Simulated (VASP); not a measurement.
# Sb (Im-3m) in VASP: single point with PBEsol

Aim: the single point of Sb with PBEsol.

Everything below comes from runs of VASP 6.6.1. Logs are shortened: lines on timing, memory, paths and dates and some standing lists are left out, and cuts for length are marked.

## 1. The cell of the first run

It takes space group Im-3m (No. 229, cubic). The conventional cell has a = 3.743 Å, b = 3.743 Å, c = 3.743 Å, α = 90.00°, β = 90.00°, γ = 90.00°. Sb (site symmetry m-3m) has 14 Sb at 3.24 to 3.74 Å within 4.3 Å.

## 2. Single point, PBEsol

File INCAR:

```
SYSTEM = Sb
PREC     = Accurate       ! precision mode
ENCUT    = 520            ! plane-wave cutoff, eV
EDIFF    = 1E-6           ! SCF threshold, eV
ISMEAR   = 0              ! smearing method
SIGMA    = 0.15           ! smearing width, eV
LREAL    = .FALSE.        ! projectors in reciprocal space
LASPH    = .TRUE.         ! aspherical terms in the spheres
NELM     = 100            ! most SCF steps
ALGO     = Normal         ! electronic algorithm
ISIF     = 2              ! what is computed and relaxed
LWAVE    = .FALSE.        ! write WAVECAR
LCHARG   = .FALSE.        ! write CHGCAR
GGA      = PS             ! functional
NBANDS   = 8              ! bands
```

File KPOINTS:

```
regular mesh
0
G
  18 18 18
  0 0 0
```

File POSCAR:

```
Sb
1.0
   -1.8713408863      1.8713408863      1.8713408863
    1.8713408863     -1.8713408863      1.8713408863
    1.8713408863      1.8713408863     -1.8713408863
Sb
1
Direct
    0.0000000000      0.0000000000      0.0000000000
```

Potentials or basis: VASP PAW PBE potentials, release 64 (Sb).

Command:

```
cat potpaw_PBE.64/Sb/POTCAR > POTCAR
mpirun -np 1 vasp_std > vasp.out
```

OUTCAR:

```text
SYSTEM = Sb
   PREC = Accurate
   ENCUT = 520
   EDIFF = 1E-6
   ISMEAR = 0
   LREAL = .FALSE.
   LASPH = .TRUE.
   NELM = 100
   ISIF = 2
   GGA = PS

 ion  position               nearest neighbor table
   1  0.000  0.000  0.000-

  LATTYP: Found a body centered cubic cell.
 ALAT       =     3.7426817726

  Lattice vectors:

 A1 = (  -1.8713408863,   1.8713408863,   1.8713408863)
 A2 = (   1.8713408863,  -1.8713408863,   1.8713408863)
 A3 = (   1.8713408863,   1.8713408863,  -1.8713408863)

Analysis of symmetry for initial positions (statically):
=====================================================================
 Subroutine PRICEL returns:
 Original cell was already a primitive cell.

 Routine SETGRP: Setting up the symmetry group for a
 body centered cubic supercell.

 Subroutine GETGRP returns: Found 48 space group operations
 (whereof 48 operations were pure point group operations)
 out of a pool of 48 trial point group operations.

The static configuration has the point symmetry O_h .

Analysis of symmetry for dynamics (positions and initial velocities):
=====================================================================
 Subroutine PRICEL returns:
 Original cell was already a primitive cell.

 Routine SETGRP: Setting up the symmetry group for a
 body centered cubic supercell.

 Subroutine GETGRP returns: Found 48 space group operations
 (whereof 48 operations were pure point group operations)
 out of a pool of 48 trial point group operations.

The dynamic configuration has the point symmetry O_h .

 Subroutine INISYM returns: Found 48 space group operations
 (whereof 48 operations are pure point group operations),
 and found     1 'primitive' translations

----------------------------------------------------------------------------------------

                                     Primitive cell

  volume of cell :      26.2131

  direct lattice vectors                    reciprocal lattice vectors
    -1.871340886  1.871340886  1.871340886     0.000000000  0.267188092  0.267188092
     1.871340886 -1.871340886  1.871340886     0.267188092  0.000000000  0.267188092
     1.871340886  1.871340886 -1.871340886     0.267188092  0.267188092  0.000000000

  length of vectors
     3.241257493  3.241257493  3.241257493     0.377861023  0.377861023  0.377861023

  position of ions in fractional coordinates (direct lattice)
     0.000000000  0.000000000  0.000000000

  ion indices of the primitive-cell ions
   primitive index   ion index
                 1           1

----------------------------------------------------------------------------------------

 KPOINTS: regular mesh

Automatic generation of k-mesh.
 Grid dimensions read from file:
 generate k-points for:   18   18   18

 Generating k-lattice:

  Cartesian coordinates                     Fractional coordinates (reciprocal lattice)
     0.000000000  0.014843783  0.014843783     0.055555556  0.000000000  0.000000000
     0.014843783  0.000000000  0.014843783     0.000000000  0.055555556  0.000000000
     0.014843783  0.014843783  0.000000000     0.000000000  0.000000000  0.055555556

  Length of vectors
     0.020992279  0.020992279  0.020992279

  Shift w.r.t. Gamma in fractional coordinates (k-lattice)
     0.000000000  0.000000000  0.000000000

 Subroutine IBZKPT returns following result:
 ===========================================

 Found    195 irreducible k-points:

 Following reciprocal coordinates:
            Coordinates               Weight
  0.000000  0.000000  0.000000      1.000000
  0.055556  0.000000  0.000000     12.000000
  0.111111  0.000000  0.000000     12.000000
  0.166667  0.000000  0.000000     12.000000
  0.222222  0.000000  0.000000     12.000000
  0.277778  0.000000  0.000000     12.000000
[... 16 lines left out ...]
  0.333333  0.111111  0.000000     48.000000
  0.388889  0.111111  0.000000     48.000000
 [... further k-points ...]
   k-points           NKPTS =    195   k-points in BZ     NKDIM =    195   number of bands    NBANDS=      8
   number of dos      NEDOS =    301   number of ions     NIONS =      1
   total plane-waves  NPLWV =  13824
   dimension x,y,z NGX =    24 NGY =   24 NGZ =   24
   dimension x,y,z NGXF=    48 NGYF=   48 NGZF=   48
   ions per type =               1
   NGX,Y,Z   is equivalent  to a cutoff of  12.31, 12.31, 12.31 a.u.
   NGXF,Y,Z  is equivalent  to a cutoff of  24.62, 24.62, 24.62 a.u.
 SYSTEM =  Sb
   PREC   = accura    normal or accurate (medium, high low for compatibility)
   ISTART =      0    job   : 0-new  1-cont  2-samecut
   ICHARG =      2    charge: 1-file 2-atom 10-const
   ISPIN  =      1    spin polarized calculation?
   LNONCOLLINEAR =      F non collinear calculations
   LSORBIT =      F    spin-orbit coupling
   LASPH  =      T    aspherical Exc in radial PAW
   ENCUT  =  520.0 eV  38.22 Ry    6.18 a.u.   6.03  6.03  6.03*2*pi/ulx,y,z
   NELM   =    100;   NELMIN=  2; NELMDL= -5     # of ELM steps
   EDIFF  = 0.1E-05   stopping-criterion for ELM
   LREAL  =      F    real-space projection
   EDIFFG = 0.1E-04   stopping-criterion for IOM
   NSW    =      0    number of steps for IOM
   IBRION =     -1    ionic relax: 0-MD 1-quasi-New 2-CG
   NFREE  =      0    steps in history (QN), initial steepest desc. (CG)
   ISIF   =      2    stress and relaxation
   ISYM   =      2    0-nonsym 1-usesym 2-fastsym
   POTIM  = 0.5000    time-step for ionic-motion
   TEBEG  =    0.0;   TEEND  =   0.0 temperature during run
   PSTRESS=    0.0 pullay stress
   NELECT =       5.0000    total number of electrons
   NUPDOWN=      -1.0000    fix difference up-down
   EMIN   =  10.00;   EMAX   =-10.00  energy-range for DOS
   EFERMI =   0.00;   METHOD = LEGACY
   ISMEAR =     0;   SIGMA  =   0.15  broadening in eV -4-tet -1-fermi 0-gaus
   EFERMI_NEDOS =   21; number of points for ismear=-14 and -15
   IALGO  =     38    algorithm
   IMIX   =      4    mixing-type and parameters
     AMIX     =   0.40;   BMIX     =  1.00
     AMIX_MAG =   1.60;   BMIX_MAG =  1.00
  volume/ion in A,a.u.               =      26.21       176.89
  Fermi-wavevector in a.u.,A,eV,Ry     =   0.942378  1.780837 12.083018  0.888077
  Thomas-Fermi vector in A             =   2.069982
   LORBIT       =      0    0 simple, 1 ext, 2 COOP (PROOUT), +10 PAW based schemes
   GGA     = PS    functional components
   LHFCALC =     F    Hartree Fock is set to
   AEXX    =    0.0000 exact exchange contribution
   IVDW    =     0    specifies the selected vdW correction
   LEPSILON=     F    determine dielectric tensor
   LRPA    =     F    only Hartree local field effects (RPA)
 non-spin polarized calculation
 Gauss-broadening in eV      SIGMA  =   0.15
  energy-cutoff  :      520.00
  volume of cell :       26.21
 maximum number of plane-waves:       722
   NGX = 13   NGY = 13   NGZ = 13

 number of electron       4.9999999 magnetization

 Free energy of the ion-electron system (eV)
  ---------------------------------------------------
  ext. energy  EPLUGINS =         0.00000000
  ---------------------------------------------------
  free energy    TOTEN  =        -4.39082431 eV

  energy without entropy =       -4.38494465  energy(sigma->0) =       -4.38788448

 E-fermi :   8.6488     XC(G=0): -10.4476

 val. band max:        8.6456731152   @ k =   0.3333   0.2222   0.1111
 cond. band min:       8.6712620862   @ k =   0.3889   0.1111   0.0556
 fundamental gap:      0.0255889710
 Fermi energy:         8.6488186752

 k-point     1 :       0.0000    0.0000    0.0000
  band No.  band energies     occupation
      1      -4.4128      2.00000
      2      14.3517      0.00000
      3      14.3517      0.00000
      4      14.3517      0.00000
      5      19.3583      0.00000
      6      19.3583      0.00000
      7      19.3583      0.00000
      8      20.4808      0.00000

 k-point     2 :       0.0556    0.0000    0.0000
  band No.  band energies     occupation
      1      -4.3465      2.00000
      2      13.8039      0.00000
      3      14.1177      0.00000
      4      14.2917      0.00000
      5      18.8625      0.00000
      6      18.8838      0.00000
      7      19.6633      0.00000
      8      20.1273      0.00000

 k-point     3 :       0.1111    0.0000    0.0000
  band No.  band energies     occupation
      1      -4.1476      2.00000
      2      12.4873      0.00000
      3      13.5511      0.00000
      4      14.1166      0.00000
      5      18.0077      0.00000
      6      18.1396      0.00000
      7      19.7964      0.00000
      8      20.3565      0.00000

 k-point     4 :       0.1667    0.0000    0.0000
  band No.  band energies     occupation
      1      -3.8175      2.00000
      2      10.8574      0.00000
      3      12.8630      0.00000
      4      13.8467      0.00000
      5      17.2219      0.00000
      6      17.4804      0.00000
      7      19.7128      0.00000
      8      20.6189      0.00000

 k-point     5 :       0.2222    0.0000    0.0000
  band No.  band energies     occupation
      1      -3.3587      2.00000
      2       9.1534      0.00000
      3      12.1820      0.00000
      4      13.5222      0.00000
      5      16.5723      0.00000
      6      16.9164      0.00000
      7      19.8759      0.00000
      8      20.9616      0.00000

 k-point     6 :       0.2778    0.0000    0.0000
  band No.  band energies     occupation
      1      -2.7769      2.00000
      2       7.4864      2.00000
      3      11.5742      0.00000
      4      13.1910      0.00000
      5      16.0536      0.00000
      6      16.4539      0.00000
      7      20.2509      0.00000
      8      21.3914      0.00000

 k-point     7 :       0.3333    0.0000    0.0000
  band No.  band energies     occupation
      1      -2.0852      2.00000
      2       5.9194      2.00000
      3      11.0754      0.00000
      4      12.8952      0.00000
      5      15.6581      0.00000
      6      16.0943      0.00000
      7      20.7948      0.00000
      8      21.9145      0.00000
[... 133 lines left out ...]
 k-point    20 :       0.1667    0.1111    0.0000
  band No.  band energies     occupation
      1      -3.1634      2.00000
      2       9.0035      0.00083
      3      11.1570      0.00000
      4      12.8717      0.00000
      5      17.0496      0.00000
      6      17.7746      0.00000
      7      19.6068      0.00000
      8      21.4257      0.00000

 k-point    21 :       0.2222    0.1111    0.0000
  band No.  band energies     occupation
      1      -2.5848      2.00000
      2       7.5043      2.00000
      3      10.4108      0.00000
      4      12.4791      0.00000
      5      16.6341      0.00000
      6      17.8088      0.00000
      7      19.5756      0.00000
      8      22.5289      0.00000

 k-point    22 :       0.2778    0.1111    0.0000
  band No.  band energies     occupation
      1      -1.8985      2.00000
      2       6.0262      2.00000
      3       9.8481      0.00000
      4      12.1436      0.00000
      5      16.2852      0.00000
      6      17.7713      0.00000
      7      19.8196      0.00000
      8      23.3484      0.00000

 k-point    23 :       0.3333    0.1111    0.0000
  band No.  band energies     occupation
      1      -1.1397      2.00000
      2       4.6719      2.00000
      3       9.4516      0.00000
      4      11.8892      0.00000
      5      16.0291      0.00000
      6      17.6752      0.00000
      7      20.3351      0.00000
      8      23.8816      0.00000

 k-point    24 :       0.3889    0.1111    0.0000
  band No.  band energies     occupation
      1      -0.4164      2.00000
      2       3.5814      2.00000
      3       9.2148      0.00000
      4      11.7311      0.00000
      5      15.8738      0.00000
      6      17.5908      0.00000
      7      21.0195      0.00000
      8      23.0226      0.00000

 [... further k-points ...]
[... 5 lines left out ...]
  --------------------------------------------------------------------------------------
  -------------------------------------------------------------------------------------
  Total       -0.1180413     -0.1180413     -0.1180413     -0.0000000      0.0000000      0.0000000
  in kB       -7.2148282     -7.2148282     -7.2148282     -0.0000000      0.0000000      0.0000000
  external PRESSURE =      -7.2148282 kB  Pullay stress =       0.0000000 kB

 VOLUME and BASIS-vectors are now :
 -----------------------------------------------------------------------------
  energy-cutoff  :      520.00
  volume of cell :       26.21
      direct lattice vectors                 reciprocal lattice vectors
    -1.871340886  1.871340886  1.871340886     0.000000000  0.267188092  0.267188092
     1.871340886 -1.871340886  1.871340886     0.267188092  0.000000000  0.267188092
     1.871340886  1.871340886 -1.871340886     0.267188092  0.267188092  0.000000000

 POSITION                                       TOTAL-FORCE (eV/Angst)
 -----------------------------------------------------------------------------------
      0.00000      0.00000      0.00000        -0.000000     -0.000000     -0.000000
 -----------------------------------------------------------------------------------
    total drift:                               -0.000000      0.000000      0.000000

  FREE ENERGIE OF THE ION-ELECTRON SYSTEM (eV)
  ---------------------------------------------------
  free  energy   TOTEN  =        -4.3908243112 eV

  energy  without entropy=       -4.3849446506  energy(sigma->0) =       -4.38788448
```

It took 12 s on 1 thread of AMD EPYC 9R45 (Zen 5), shared host; peak memory 0.13 GiB.

What came out:

- Free energy: -4.3908 eV
- Pressure: -0.7 GPa

Caveat: the PAW data sets were made with another functional, which shifts forces and pressure a little; spin-orbit coupling is left out, which moves the levels of the heavy elements.
